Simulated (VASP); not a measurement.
**Ge: density of states with LDA**

The system is Ge.

```
Ge
1.0
     0.00000    2.81139    2.81139
     2.81139    0.00000    2.81139
     2.81139    2.81139    0.00000
Ge
2
Direct
  0.87500 0.87500 0.87500
  0.12500 0.12500 0.12500
```

```yaml
Program: VASP 6.6.1
Task: density of states
Functional: LDA
Potentials_or_basis: VASP PAW LDA potentials, release 64 (Ge_d)
Cutoff: 520 eV
k_mesh: 12 × 12 × 12
Occupations: fermi-dirac, width 0.1 eV
Spin: no spin polarisation
Dipole_correction: no
k_mesh_for_the_DOS: 18 × 18 × 18
Occupations_for_the_DOS: tetrahedron
Further_INCAR_settings: ALGO = Normal; EDIFF = 1e-06
```

```json
{
  "Valence electrons inside the program's atomic spheres": "Ge 12.45"
}
```

Levels at points of the mesh, in eV from the valence-band top:
```tsv
k point	band 12	band 13	band 14	band 15	band 16	band 17
(0.00, 0.00, 0.00)	0.00	0.00	0.00	0.03	2.54	2.54
(0.50, 0.00, 0.00)	-7.72	-1.43	-1.43	0.13	3.73	3.73
(0.50, 0.50, 0.00)	-8.99	-3.14	-3.14	0.65	0.65	9.57
```

It took 65 s on 1 thread of Intel(R) Xeon(R) 6975P-C (Granite Rapids), on a shared host, peak memory 0.24 GiB.
